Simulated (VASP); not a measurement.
# Al8N6O (a cell with a defect) in VASP: notebook, part 2 of 2

VASP 6.6.1.

**3. Single point, PBE**

The COD entry that gives the cell may itself be a prediction, so a difference from it is no test against experiment.

INCAR

```
SYSTEM = Al8N6O
  PREC = Accurate
  ENCUT = 520
  EDIFF = 1E-6
  ISMEAR = 0
  SIGMA = 0.05
  LREAL = Auto
  LASPH = .True.
  NELM = 60
  ALGO = Normal
  ISIF = 2
  LWAVE = .False.
  LCHARG = .True.
  GGA = PE
  LELF = .True.
  LVHAR = .True.
  NBANDS = 43
  NELECT = 58.0
```

KPOINTS

```
regular mesh
0
Gamma
  2 3 3
  0 0 0
```

POSCAR

```
Al8N6O
1.0
   -3.1440000000     -5.4455680000      0.0000000000
    4.7160000000     -2.7227840000      0.0000000000
    0.0000000000      0.0000000000      5.0460000000
Al N O
8 6 1
Direct
    0.4817058738      0.6509928472      0.0119458977
    0.4984711987      0.3299718933      0.5113858502
    0.2509177154      0.1671889943      0.0134009116
    0.2589335647      0.8441395520      0.5136674594
   -0.0121783277      0.6773563057     -0.0567964725
    0.0030940072      0.3215357419      0.5152806183
    0.7535075601      0.1881564395      0.0129052715
    0.7465961518      0.8350742793      0.4241262386
    0.4957897975      0.6633456580      0.3889904875
    0.5019390951      0.3281716529      0.8880194213
    0.2490428848      0.1682094635      0.3902915180
    0.2496054714      0.8355071251      0.8906989695
    0.0021053878      0.3364780194      0.8919032897
    0.7522915694      0.1715652447      0.3900584621
   -0.0026252290      0.6688539610      0.4486442727
```

Potentials or basis: VASP PAW PBE potentials, release 64 (Al, N, O).

The run is started by

```console
$ cat potpaw_PBE.64/Al/POTCAR potpaw_PBE.64/N/POTCAR potpaw_PBE.64/O/POTCAR > POTCAR
$ mpirun -np 1 vasp_std > vasp.out
```

OUTCAR:

```text
SYSTEM = Al8N6O
   PREC = Accurate
   ENCUT = 520
   EDIFF = 1E-6
   ISMEAR = 0
   LREAL = Auto
   LASPH = .True.
   NELM = 60
   ISIF = 2
   GGA = PE
   NELECT = 58.0

 ion  position               nearest neighbor table
   1  0.482  0.651  0.012-  10 1.87  12 1.87   9 1.91   8 2.85   3 3.01   7 3.05   4 3.06   2 3.07
                             2 3.07   4 3.08   5 3.13   3 3.16   5 3.20
   2  0.498  0.330  0.511-  11 1.90  10 1.90  14 1.91   9 1.92   4 3.04   1 3.07   1 3.07   7 3.08
                             3 3.09   7 3.09   3 3.10   6 3.12   8 3.15   6 3.17   4 3.18   8 3.19
   3  0.251  0.167  0.013-  11 1.90  12 1.91  10 1.91  13 1.92   1 3.01   6 3.07   4 3.08   4 3.08
                             2 3.09   6 3.09   2 3.10   7 3.13   5 3.16   7 3.16   1 3.16   5 3.25
   4  0.259  0.844  0.514-  11 1.87   9 1.89  12 1.90  15 1.93   5 2.90   2 3.04   6 3.06   1 3.06
                             3 3.08   3 3.08   1 3.08   8 3.10   2 3.18   8 3.25   6 3.27
   5  0.988  0.677  0.943-  13 1.88  12 1.88  15 2.50  15 2.55   6 2.90   4 2.90   8 2.99   7 3.06
                             1 3.13   8 3.15   3 3.16   7 3.17   1 3.20   3 3.25
   6  0.003  0.322  0.515-  11 1.87  14 1.89  13 1.90  15 1.92   5 2.90   7 3.05   4 3.06   7 3.07
                             3 3.07   3 3.09   2 3.12   8 3.14   2 3.17   8 3.26   4 3.27
   7  0.754  0.188  0.013-  13 1.86  10 1.87  14 1.91   8 2.83   1 3.05   6 3.05   5 3.06   6 3.07
                             2 3.08   2 3.09   3 3.13   3 3.16   5 3.17
   8  0.747  0.835  0.424-  15 1.82  14 1.84   9 1.84   7 2.83   1 2.85   5 2.99   4 3.10   6 3.14
                             2 3.15   5 3.15   2 3.19   4 3.25   6 3.26
   9  0.496  0.663  0.389-   8 1.84   4 1.89   1 1.91   2 1.92
  10  0.502  0.328  0.888-   7 1.87   1 1.87   2 1.90   3 1.91
  11  0.249  0.168  0.390-   6 1.87   4 1.87   2 1.90   3 1.90
  12  0.250  0.836  0.891-   1 1.87   5 1.88   4 1.90   3 1.91
  13  0.002  0.336  0.892-   7 1.86   5 1.88   6 1.90   3 1.92
  14  0.752  0.172  0.390-   8 1.84   6 1.89   7 1.91   2 1.91
  15  0.997  0.669  0.449-   8 1.82   6 1.92   4 1.93   5 2.50   5 2.55

  LATTYP: Found a simple orthorhombic cell.
 ALAT       =     5.0460000000
 B/A-ratio  =     1.0791850583
 C/A-ratio  =     1.2461355977

  Lattice vectors:

 A1 = (   0.0000000000,   0.0000000000,  -5.0460000000)
 A2 = (   4.7160000000,  -2.7227840000,   0.0000000000)
 A3 = (  -3.1440000000,  -5.4455680000,   0.0000000000)

Analysis of symmetry for initial positions (statically):
=====================================================================
 Subroutine PRICEL returns:
 Original cell was already a primitive cell.

 Routine SETGRP: Setting up the symmetry group for a
 simple orthorhombic supercell.

 Subroutine GETGRP returns: Found  1 space group operations
 (whereof  1 operations were pure point group operations)
 out of a pool of  8 trial point group operations.

The static configuration has the point symmetry C_1 .

Analysis of symmetry for dynamics (positions and initial velocities):
=====================================================================
 Subroutine PRICEL returns:
 Original cell was already a primitive cell.

 Routine SETGRP: Setting up the symmetry group for a
 simple orthorhombic supercell.

 Subroutine GETGRP returns: Found  1 space group operations
 (whereof  1 operations were pure point group operations)
 out of a pool of  8 trial point group operations.

[... 97 lines left out ...]
   dimension x,y,z NGXF=    96 NGYF=   84 NGZF=   80
   ions per type =               8   6   1
   NGX,Y,Z   is equivalent  to a cutoff of  12.69, 12.82, 13.18 a.u.
   NGXF,Y,Z  is equivalent  to a cutoff of  25.38, 25.64, 26.36 a.u.
 SYSTEM =  Al8N6O
   PREC   = accura    normal or accurate (medium, high low for compatibility)
   ISTART =      0    job   : 0-new  1-cont  2-samecut
   ICHARG =      2    charge: 1-file 2-atom 10-const
   ISPIN  =      1    spin polarized calculation?
   LNONCOLLINEAR =      F non collinear calculations
   LSORBIT =      F    spin-orbit coupling
   LASPH  =      T    aspherical Exc in radial PAW
   ENCUT  =  520.0 eV  38.22 Ry    6.18 a.u.  11.69 10.13  9.38*2*pi/ulx,y,z
   NELM   =     60;   NELMIN=  2; NELMDL= -5     # of ELM steps
   EDIFF  = 0.1E-05   stopping-criterion for ELM
   LREAL  =      T    real-space projection
   EDIFFG = 0.1E-04   stopping-criterion for IOM
   NSW    =      0    number of steps for IOM
[... 5 lines left out ...]
   TEBEG  =    0.0;   TEEND  =   0.0 temperature during run
   PSTRESS=    0.0 pullay stress
   NELECT =      58.0000    total number of electrons
   NUPDOWN=      -1.0000    fix difference up-down
   EMIN   =  10.00;   EMAX   =-10.00  energy-range for DOS
   EFERMI =   0.00;   METHOD = LEGACY
   ISMEAR =     0;   SIGMA  =   0.05  broadening in eV -4-tet -1-fermi 0-gaus
   EFERMI_NEDOS =   21; number of points for ismear=-14 and -15
   IALGO  =     38    algorithm
   IMIX   =      4    mixing-type and parameters
     AMIX     =   0.40;   BMIX     =  1.00
     AMIX_MAG =   1.60;   BMIX_MAG =  1.00
  volume/ion in A,a.u.               =      11.52        77.73
  Fermi-wavevector in a.u.,A,eV,Ry     =   1.137758  2.150051 17.612645  1.294493
  Thomas-Fermi vector in A             =   2.274463
   LORBIT       =      0    0 simple, 1 ext, 2 COOP (PROOUT), +10 PAW based schemes
   GGA     = PE    functional components
   LHFCALC =     F    Hartree Fock is set to
   AEXX    =    0.0000 exact exchange contribution
   IVDW    =     0    specifies the selected vdW correction
   LEPSILON=     F    determine dielectric tensor
   LRPA    =     F    only Hartree local field effects (RPA)
 non-spin polarized calculation
 Gauss-broadening in eV      SIGMA  =   0.05
  energy-cutoff  :      520.00
  volume of cell :      172.78
 maximum number of plane-waves:      4672
 NGX is ok and might be reduce to    48
   NGX = 23   NGY = 21   NGZ = 19

 number of electron      58.0000002 magnetization

 Free energy of the ion-electron system (eV)
  ---------------------------------------------------
  ext. energy  EPLUGINS =         0.00000000
  ---------------------------------------------------
  free energy    TOTEN  =      -119.97264632 eV

  energy without entropy =     -119.97264632  energy(sigma->0) =     -119.97264632

 E-fermi :   6.3883     XC(G=0): -10.3446

 val. band max:        6.1092144537   @ k =   0.5000   0.3333   0.0000
 cond. band min:       8.3734334782   @ k =   0.5000  -0.0000   0.0000
 fundamental gap:      2.2642190245
 Fermi energy:         6.3883302683

 k-point     1 :       0.0000    0.0000    0.0000
  band No.  band energies     occupation
      1     -13.0236      2.00000
      2      -8.9818      2.00000
      3      -7.7710      2.00000
      4      -7.7076      2.00000
      5      -7.1618      2.00000
      6      -7.0815      2.00000
[... 429 lines left out ...]
     40      13.9348      0.00000
     41      14.0766      0.00000
 [bands above 41 left out]

------------------------ aborting loop because EDIFF is reached ----------------------------------------

  FORCE on cell =-STRESS in cart. coord.  units (eV):
  Direction    XX          YY          ZZ          XY          YZ          ZX
  --------------------------------------------------------------------------------------
  -------------------------------------------------------------------------------------
  Total      -22.6561510    -21.1009837    -18.6243381     -0.5995849     -0.1253061     -0.3728654
  in kB     -210.0843731   -195.6637263   -172.6984598     -5.5597888     -1.1619295     -3.4574801
  external PRESSURE =    -192.8155197 kB  Pullay stress =       0.0000000 kB

 VOLUME and BASIS-vectors are now :
 -----------------------------------------------------------------------------
  energy-cutoff  :      520.00
  volume of cell :      172.78
      direct lattice vectors                 reciprocal lattice vectors
    -3.144000000 -5.445568000  0.000000000    -0.079516539 -0.137726680  0.000000000
     4.716000000 -2.722784000  0.000000000     0.159033079 -0.091817787  0.000000000
     0.000000000  0.000000000  5.046000000     0.000000000  0.000000000  0.198176774

 POSITION                                       TOTAL-FORCE (eV/Angst)
 -----------------------------------------------------------------------------------
      1.55560     -4.39568      0.06028         0.022949     -0.018238      0.011803
     -0.01105     -3.61290      2.58045        -0.008851      0.006291      0.013964
     -0.00042     -1.82161      0.06762         0.033498      0.011169     -0.003595
      3.16687     -3.70845      2.59197        -0.012116      0.025535     -0.007094
      0.08870     -7.22354      4.75940         0.018444      0.010996      0.105096
      1.50664     -0.89232      2.60011         0.000407     -0.017618     -0.019754
     -1.48168     -4.61559      0.06512        -0.022956      0.043424     -0.009199
      1.59091     -6.33937      2.14014         0.013396      0.001242      0.170410
      1.56957     -4.50600      1.96285        -0.017892     -0.019769      0.027107
     -0.03044     -3.62688      4.48095         0.018586      0.016013      0.013281
      0.01029     -1.81418      1.96941        -0.013087      0.000226      0.000151
      3.15549     -3.63415      4.49447         0.027920      0.020256      0.004080
      1.58021     -0.92762      4.50054         0.042065      0.021749     -0.014309
     -1.55610     -4.56379      1.96823        -0.006800     -0.005187      0.010922
      0.01857     -7.25242      2.26386        -0.095563     -0.096089     -0.302862
 -----------------------------------------------------------------------------------
    total drift:                               -0.003949     -0.001848     -0.001626

  FREE ENERGIE OF THE ION-ELECTRON SYSTEM (eV)
  ---------------------------------------------------
  free  energy   TOTEN  =      -119.9726463246 eV

  energy  without entropy=     -119.9726463246  energy(sigma->0) =     -119.97264632
```

Run time: 83 s. Hardware: 1 thread of Intel Xeon 6975P-C (Granite Rapids), shared host; peak memory 0.27 GiB.

Results:

- Free energy: -119.9726 eV
- Largest force: 0.332 eV/Å

Forces in eV/Å, atoms in the order of the input:
```
Al   0.023 -0.018  0.012
Al  -0.009  0.006  0.014
Al   0.033  0.011 -0.004
Al  -0.012  0.026 -0.007
Al   0.018  0.011  0.105
Al   0.000 -0.018 -0.020
Al  -0.023  0.043 -0.009
Al   0.013  0.001  0.170
N   -0.018 -0.020  0.027
N    0.019  0.016  0.013
N   -0.013  0.000  0.000
N    0.028  0.020  0.004
N    0.042  0.022 -0.014
N   -0.007 -0.005  0.011
O   -0.096 -0.096 -0.303
```

Caveat: the k points lie up to 0.50 Å⁻¹ apart; the cell carries a net charge on a neutralising background, which shifts energy and pressure; the cell is charged against a uniform background, so pressure and absolute levels hang on convention.
